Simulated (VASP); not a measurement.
# Ga2O3 (C2/m) in VASP: a series of runs

Ga2O3 is run at these levels: PBE, r2SCAN; tasks: single point.

Program: VASP 6.6.1. These are calculated values, not measurements. Logs are shortened: lines on timing, memory, paths and dates and some standing lists are left out, and cuts for length are marked.

## 1. The cell of the first run

It takes space group C2/m (No. 12, monoclinic). Conventional cell: a = 12.452 Å, b = 3.084 Å, c = 5.877 Å, α = 90.00°, β = 103.70°, γ = 90.00°. Ga (site symmetry m) has 4 O at 1.86 to 1.89 Å within 2.5 Å. Ga (site symmetry m) has 6 O at 1.97 to 2.11 Å within 2.6 Å. Within 2.5 Å of O (site symmetry m) lie 3 Ga at 1.86 to 1.97 Å. O (site symmetry m) has 4 Ga at 1.89 to 2.11 Å within 2.5 Å. Within 2.5 Å of O (site symmetry m) lie 3 Ga at 1.86 to 1.97 Å.

## 2. Single point, PBE

The input, INCAR:

```
PREC     = Accurate       # precision mode
ENCUT    = 520            # plane-wave cutoff, eV
EDIFF    = 1E-6           # SCF threshold, eV
ISMEAR   = 0              # smearing method
SIGMA    = 0.01           # smearing width, eV
LREAL    = F              # projectors in reciprocal space
LASPH    = T              # aspherical terms in the spheres
NELM     = 60             # most SCF steps
ALGO     = Normal         # electronic algorithm
ISIF     = 2              # what is computed and relaxed
LWAVE    = F              # write WAVECAR
LCHARG   = T              # write CHGCAR
GGA      = PE             # functional
LELF     = T              # ELF
LVHAR    = T            
NBANDS   = 55             # bands
```

The input, KPOINTS:

```
regular mesh
0
Gamma
  8 8 4
```

The input, POSCAR:

```
Ga2O3
1.0
    6.2261265950     -1.5417718852      0.0112164482
    6.2261265950      1.5417718852      0.0112164482
   -1.4026843988      0.0000000000      5.7075296705
Ga O
4 6
Direct
    0.0899373068      0.0899373068      0.7947196860
    0.9100626932      0.9100626932      0.2052803140
    0.6585045080      0.6585045080      0.3141213881
    0.3414954920      0.3414954920      0.6858786119
    0.1635405122      0.1635405122      0.1091761198
    0.8364594878      0.8364594878      0.8908238802
    0.1736928845      0.1736928845      0.5643127242
    0.8263071155      0.8263071155      0.4356872758
    0.4960120213      0.4960120213      0.2566442850
    0.5039879787      0.5039879787      0.7433557150
```

Potentials or basis: VASP PAW PBE potentials, release 64 (Ga_d, O).

On the command line:

```
$ cat potpaw_PBE.64/Ga_d/POTCAR potpaw_PBE.64/O/POTCAR > POTCAR
$ mpirun -np 1 vasp_std > vasp.out
```

OUTCAR:

```text
PREC = Accurate
   ENCUT = 520
   EDIFF = 1E-6
   ISMEAR = 0
   LREAL = F
   LASPH = T
   NELM = 60
   ISIF = 2
   GGA = PE

 ion  position               nearest neighbor table
   1  0.090  0.090  0.795-   5 1.86  10 1.86  10 1.86   7 1.89
   2  0.910  0.910  0.205-   6 1.86   9 1.86   9 1.86   8 1.89
   3  0.659  0.659  0.314-   5 1.97   5 1.97   9 1.97   8 2.04   7 2.11   7 2.11
   4  0.341  0.341  0.686-   6 1.97   6 1.97  10 1.97   7 2.04   8 2.11   8 2.11
   5  0.164  0.164  0.109-   1 1.86   3 1.97   3 1.97
   6  0.836  0.836  0.891-   2 1.86   4 1.97   4 1.97
   7  0.174  0.174  0.564-   1 1.89   4 2.04   3 2.11   3 2.11
   8  0.826  0.826  0.436-   2 1.89   3 2.04   4 2.11   4 2.11
   9  0.496  0.496  0.257-   2 1.86   2 1.86   3 1.97
  10  0.504  0.504  0.743-   1 1.86   1 1.86   4 1.97

  LATTYP: Found a base centered monoclinic cell.
 ALAT       =    12.4522733966
 B/A-ratio  =     0.2476289808
 C/A-ratio  =     0.4719913174
 COS(beta)  =    -0.2369088814

  Lattice vectors:

 A1 = (   6.2261265950,  -1.5417718852,   0.0112164482)
 A2 = (   6.2261265950,   1.5417718852,   0.0112164482)
 A3 = (  -1.4026843988,   0.0000000000,   5.7075296705)

Analysis of symmetry for initial positions (statically):
=====================================================================
 Subroutine PRICEL returns:
 Original cell was already a primitive cell.

 Routine SETGRP: Setting up the symmetry group for a
 base centered monoclinic supercell.

 Subroutine GETGRP returns: Found  4 space group operations
 (whereof  4 operations were pure point group operations)
 out of a pool of  4 trial point group operations.

The static configuration has the point symmetry C_2h.

Analysis of symmetry for dynamics (positions and initial velocities):
=====================================================================
 Subroutine PRICEL returns:
 Original cell was already a primitive cell.

 Routine SETGRP: Setting up the symmetry group for a
 base centered monoclinic supercell.

 Subroutine GETGRP returns: Found  4 space group operations
 (whereof  4 operations were pure point group operations)
 out of a pool of  4 trial point group operations.

The dynamic configuration has the point symmetry C_2h.

 Subroutine INISYM returns: Found  4 space group operations
 (whereof  4 operations are pure point group operations),
 and found     1 'primitive' translations

----------------------------------------------------------------------------------------

                                     Primitive cell

  volume of cell :     109.6247

  direct lattice vectors                    reciprocal lattice vectors
     6.226126595 -1.541771885  0.011216448     0.080271212 -0.324302191  0.019727480
     6.226126595  1.541771885  0.011216448     0.080271212  0.324302191  0.019727480
    -1.402684399  0.000000000  5.707529670    -0.000315498  0.000000000  0.175129612

  length of vectors
     6.414190419  6.414190419  5.877364925     0.334670811  0.334670811  0.175129896

  position of ions in fractional coordinates (direct lattice)
     0.089937307  0.089937307  0.794719686
     0.910062693  0.910062693  0.205280314
     0.658504508  0.658504508  0.314121388
     0.341495492  0.341495492  0.685878612
     0.163540512  0.163540512  0.109176120
     0.836459488  0.836459488  0.890823880
     0.173692884  0.173692884  0.564312724
     0.826307116  0.826307116  0.435687276
     0.496012021  0.496012021  0.256644285
     0.503987979  0.503987979  0.743355715

  ion indices of the primitive-cell ions
   primitive index   ion index
                 1           1
                 2           2
                 3           3
                 4           4
                 5           5
                 6           6
                 7           7
                 8           8
                 9           9
                10          10

----------------------------------------------------------------------------------------

 KPOINTS: regular mesh

Automatic generation of k-mesh.
 Grid dimensions read from file:
 generate k-points for:    8    8    4

 Generating k-lattice:

  Cartesian coordinates                     Fractional coordinates (reciprocal lattice)
     0.010033901 -0.040537774  0.002465935     0.125000000  0.000000000  0.000000000
     0.010033901  0.040537774  0.002465935     0.000000000  0.125000000  0.000000000
    -0.000078875  0.000000000  0.043782403     0.000000000  0.000000000  0.250000000

  Length of vectors
     0.041833851  0.041833851  0.043782474

  Shift w.r.t. Gamma in fractional coordinates (k-lattice)
     0.000000000  0.000000000  0.000000000

 Subroutine IBZKPT returns following result:
 ===========================================

 Found     78 irreducible k-points:

 Following reciprocal coordinates:
            Coordinates               Weight
  0.000000  0.000000  0.000000      1.000000
  0.125000 -0.000000  0.000000      4.000000
  0.250000 -0.000000  0.000000      4.000000
  0.375000  0.000000 -0.000000      4.000000
  0.500000 -0.000000  0.000000      2.000000
  0.125000  0.125000  0.000000      2.000000
[... 16 lines left out ...]
  0.125000  0.000000  0.250000      4.000000
  0.250000 -0.000000  0.250000      4.000000
 [... further k-points ...]
   k-points           NKPTS =     78   k-points in BZ     NKDIM =     78   number of bands    NBANDS=     55
   number of dos      NEDOS =    301   number of ions     NIONS =     10
   total plane-waves  NPLWV = 110592
   dimension x,y,z NGX =    48 NGY =   48 NGZ =   48
   dimension x,y,z NGXF=    96 NGYF=   96 NGZF=   96
   ions per type =               4   6
   NGX,Y,Z   is equivalent  to a cutoff of  12.44, 12.44, 13.58 a.u.
   NGXF,Y,Z  is equivalent  to a cutoff of  24.88, 24.88, 27.15 a.u.
 SYSTEM =  unknown system
   PREC   = accura    normal or accurate (medium, high low for compatibility)
   ISTART =      0    job   : 0-new  1-cont  2-samecut
   ICHARG =      2    charge: 1-file 2-atom 10-const
   ISPIN  =      1    spin polarized calculation?
   LNONCOLLINEAR =      F non collinear calculations
   LSORBIT =      F    spin-orbit coupling
   LASPH  =      T    aspherical Exc in radial PAW
   ENCUT  =  520.0 eV  38.22 Ry    6.18 a.u.  11.93 11.93 10.93*2*pi/ulx,y,z
   NELM   =     60;   NELMIN=  2; NELMDL= -5     # of ELM steps
   EDIFF  = 0.1E-05   stopping-criterion for ELM
   LREAL  =      F    real-space projection
   EDIFFG = 0.1E-04   stopping-criterion for IOM
   NSW    =      0    number of steps for IOM
   IBRION =     -1    ionic relax: 0-MD 1-quasi-New 2-CG
   NFREE  =      0    steps in history (QN), initial steepest desc. (CG)
   ISIF   =      2    stress and relaxation
   ISYM   =      2    0-nonsym 1-usesym 2-fastsym
   POTIM  = 0.5000    time-step for ionic-motion
   TEBEG  =    0.0;   TEEND  =   0.0 temperature during run
   PSTRESS=    0.0 pullay stress
   NELECT =      88.0000    total number of electrons
   NUPDOWN=      -1.0000    fix difference up-down
   EMIN   =  10.00;   EMAX   =-10.00  energy-range for DOS
   EFERMI =   0.00;   METHOD = LEGACY
   ISMEAR =     0;   SIGMA  =   0.01  broadening in eV -4-tet -1-fermi 0-gaus
   EFERMI_NEDOS =   21; number of points for ismear=-14 and -15
   IALGO  =     38    algorithm
   IMIX   =      4    mixing-type and parameters
     AMIX     =   0.40;   BMIX     =  1.00
     AMIX_MAG =   1.60;   BMIX_MAG =  1.00
  volume/ion in A,a.u.               =      10.96        73.98
  Fermi-wavevector in a.u.,A,eV,Ry     =   1.521480  2.875180 31.496143  2.314901
  Thomas-Fermi vector in A             =   2.630189
   LORBIT       =      0    0 simple, 1 ext, 2 COOP (PROOUT), +10 PAW based schemes
   GGA     = PE    functional components
   LHFCALC =     F    Hartree Fock is set to
   AEXX    =    0.0000 exact exchange contribution
   IVDW    =     0    specifies the selected vdW correction
   LEPSILON=     F    determine dielectric tensor
   LRPA    =     F    only Hartree local field effects (RPA)
 non-spin polarized calculation
 Gauss-broadening in eV      SIGMA  =   0.01
  energy-cutoff  :      520.00
  volume of cell :      109.62
 maximum number of plane-waves:      2970
   NGX = 23   NGY = 23   NGZ = 21

 number of electron      87.9999987 magnetization

 Free energy of the ion-electron system (eV)
  ---------------------------------------------------
  ext. energy  EPLUGINS =         0.00000000
  ---------------------------------------------------
  free energy    TOTEN  =       -59.67790673 eV

  energy without entropy =      -59.67790673  energy(sigma->0) =      -59.67790673

 E-fermi :   3.5452     XC(G=0): -11.3748

 val. band max:        3.4356038657   @ k =   0.5000   0.3750   0.5000
 cond. band min:       5.4369608264   @ k =   0.0000   0.0000   0.0000
 fundamental gap:      2.0013569607
 Fermi energy:         3.5451833164

 k-point     1 :       0.0000    0.0000    0.0000
  band No.  band energies     occupation
      1     -15.1855      2.00000
      2     -14.1275      2.00000
      3     -14.0973      2.00000
      4     -13.9935      2.00000
      5     -13.5514      2.00000
      6     -13.5453      2.00000
[... 47 lines left out ...]
     54      15.4423      0.00000
     55      15.6413      0.00000

 k-point     2 :       0.1250   -0.0000    0.0000
  band No.  band energies     occupation
      1     -15.0733      2.00000
      2     -14.1015      2.00000
      3     -14.0827      2.00000
      4     -13.9172      2.00000
      5     -13.5564      2.00000
      6     -13.5467      2.00000
[... 47 lines left out ...]
     54      14.5697      0.00000
     55      14.8325      0.00000
[... 1216 lines left out ...]
     54      14.8171      0.00000
     55      15.2255      0.00000

 k-point    24 :       0.2500   -0.0000    0.2500
  band No.  band energies     occupation
      1     -14.6709      2.00000
      2     -14.1601      2.00000
      3     -14.0160      2.00000
      4     -13.7614      2.00000
      5     -13.6069      2.00000
      6     -13.5304      2.00000
[... 47 lines left out ...]
     54      13.9111      0.00000
     55      15.0677      0.00000

 [... further k-points ...]

------------------------ aborting loop because EDIFF is reached ----------------------------------------

  FORCE on cell =-STRESS in cart. coord.  units (eV):
  Direction    XX          YY          ZZ          XY          YZ          ZX
  --------------------------------------------------------------------------------------
  -------------------------------------------------------------------------------------
  Total        0.3819420      0.4643376      0.3898019      0.0000000      0.0000000      0.0193237
  in kB        5.5821242      6.7863448      5.6969985      0.0000000      0.0000000      0.2824187
  external PRESSURE =       6.0218225 kB  Pullay stress =       0.0000000 kB

 VOLUME and BASIS-vectors are now :
 -----------------------------------------------------------------------------
  energy-cutoff  :      520.00
  volume of cell :      109.62
      direct lattice vectors                 reciprocal lattice vectors
     6.226126595 -1.541771885  0.011216448     0.080271212 -0.324302191  0.019727480
     6.226126595  1.541771885  0.011216448     0.080271212  0.324302191  0.019727480
    -1.402684399  0.000000000  5.707529670    -0.000315498  0.000000000  0.175129612

 POSITION                                       TOTAL-FORCE (eV/Angst)
 -----------------------------------------------------------------------------------
      0.00518      0.00000      4.53790         0.001136      0.000000      0.004803
     11.04439      0.00000      1.19206        -0.001136      0.000000     -0.004803
      7.75925      0.00000      1.80763        -0.010124      0.000000     -0.001323
      3.29032      0.00000      3.92233         0.010124      0.000000      0.001323
      1.88331      0.00000      0.62679         0.019939      0.000000     -0.013975
      9.16626      0.00000      5.10317        -0.019939      0.000000      0.013975
      1.37132      0.00000      3.22473        -0.009390      0.000000     -0.003147
      9.67825      0.00000      2.50523         0.009390      0.000000      0.003147
      5.81648      0.00000      1.47593         0.004698      0.000000      0.006766
      5.23309      0.00000      4.25403        -0.004698      0.000000     -0.006766
 -----------------------------------------------------------------------------------
    total drift:                               -0.000000     -0.000000     -0.000000

  FREE ENERGIE OF THE ION-ELECTRON SYSTEM (eV)
  ---------------------------------------------------
  free  energy   TOTEN  =       -59.6779067254 eV

  energy  without entropy=      -59.6779067254  energy(sigma->0) =      -59.67790673
```

Run time: 10 min. Hardware: 1 thread of Intel Xeon Platinum 8375C at 2.90GHz (Ice Lake), shared host; peak memory 0.53 GiB.

Results:

| Item | Value |
| --- | --- |
| Free energy | -59.6779 eV |
| Pressure | 0.6 GPa |
| Largest force | 0.024 eV/Å |
| Band gap on the k mesh | 2.00 eV (least direct gap 2.02 eV) |

Forces on the atoms (eV/Å):
```
Ga   0.001  0.000  0.005
Ga  -0.001  0.000 -0.005
Ga  -0.010  0.000 -0.001
Ga   0.010  0.000  0.001
O    0.020  0.000 -0.014
O   -0.020  0.000  0.014
O   -0.009  0.000 -0.003
O    0.009  0.000  0.003
O    0.005  0.000  0.007
O   -0.005  0.000 -0.007
```

## 3. Single point, r2SCAN

This run uses another cell than the first one, of 10.50 Å³/atom.

The input, POSCAR:

```
Ga2O3
1.0
    6.1273162739     -1.5195702949      0.0024226250
    6.1273162739      1.5195702949      0.0024226250
   -1.3883630891      0.0000000000      5.6399861787
Ga O
4 6
Direct
    0.0905077044      0.0905077044      0.7947690581
    0.9094922956      0.9094922956      0.2052309419
    0.6587425295      0.6587425295      0.3144411420
    0.3412574705      0.3412574705      0.6855588580
    0.1642078127      0.1642078127      0.1091294890
    0.8357921873      0.8357921873      0.8908705110
    0.1733453342      0.1733453342      0.5635363169
    0.8266546658      0.8266546658      0.4364636831
    0.4962966922      0.4962966922      0.2562516311
    0.5037033078      0.5037033078      0.7437483689
```

The input, INCAR.step1:

```
PREC = Accurate
ENCUT = 520
ISMEAR = 0
SIGMA = 0.01
LREAL = False
LASPH = True
NELM = 80
NBANDS = 55
GGA = PE
ALGO = Normal
EDIFF = 1E-4
LWAVE = True
LCHARG = False
```

The input, INCAR.step2:

```
PREC = Accurate
ENCUT = 520
EDIFF = 1E-6
ISMEAR = 0
SIGMA = 0.01
LREAL = False
LASPH = True
NELM = 80
ALGO = Normal
ISIF = 2
LWAVE = False
LCHARG = True
METAGGA = R2SCAN
LMIXTAU = True
LELF = True
LVHAR = True
NBANDS = 55
ISTART = 1
```

KPOINTS is that of step 2.

Potentials or basis: VASP PAW PBE potentials, release 64 (Ga_d, O).

On the command line:

```
$ cat potpaw_PBE.64/Ga_d/POTCAR potpaw_PBE.64/O/POTCAR > POTCAR
$ cp INCAR.step1 INCAR
$ mpirun -np 1 vasp_std > vasp.out
$ cp INCAR.step2 INCAR
$ mpirun -np 1 vasp_std > vasp.out
```

Wall time 41 min (1 thread of Oxide Virtual Turin-like, shared host); peak memory 0.53 GiB.

Results (log left out):

* Free energy: -102.4418 eV
* Pressure: 1.9 GPa
* Largest force: 0.083 eV/Å
* Band gap on the k mesh: 3.01 eV (least direct gap 3.04 eV)

Forces in eV/Å, atoms in the order of the input:
```
Ga   0.019  0.000 -0.002
Ga  -0.019  0.000  0.002
Ga  -0.015  0.000  0.050
Ga   0.015  0.000 -0.050
O    0.063  0.000  0.035
O   -0.063  0.000 -0.035
O    0.030  0.000 -0.055
O   -0.030  0.000  0.055
O    0.077  0.000  0.029
O   -0.077  0.000 -0.029
```

Stress tensor (GPa, compression positive):
```
1.75 0.00 0.05
0.00 2.07 0.00
0.05 0.00 1.79
```

Levels at points of the mesh, in eV from the valence-band top:
| k point | band 41 | band 42 | band 43 | band 44 | band 45 | band 46 | band 47 | band 48 |
| --- | --- | --- | --- | --- | --- | --- | --- | --- |
| (0.00, 0.00, 0.00) | -0.67 | -0.48 | -0.27 | -0.02 | 3.01 | 6.38 | 7.43 | 7.53 |
| (0.50, 0.00, 0.00) | -0.75 | -0.72 | -0.45 | -0.15 | 6.34 | 7.28 | 8.00 | 8.25 |
| (0.50, 0.50, 0.00) | -0.68 | -0.65 | -0.41 | -0.17 | 5.16 | 5.44 | 6.53 | 7.35 |
| (0.00, 0.00, 0.50) | -0.66 | -0.64 | -0.47 | -0.30 | 5.40 | 5.53 | 7.47 | 7.99 |
| (0.50, 0.00, 0.50) | -1.13 | -1.06 | -0.73 | -0.67 | 7.64 | 7.68 | 8.59 | 8.78 |
| (0.50, 0.50, 0.50) | -0.62 | -0.60 | -0.59 | -0.01 | 5.85 | 5.96 | 6.94 | 7.30 |

Caveat: the PAW data sets were made with another functional, which shifts forces and pressure a little. A k mesh can miss the band edges.
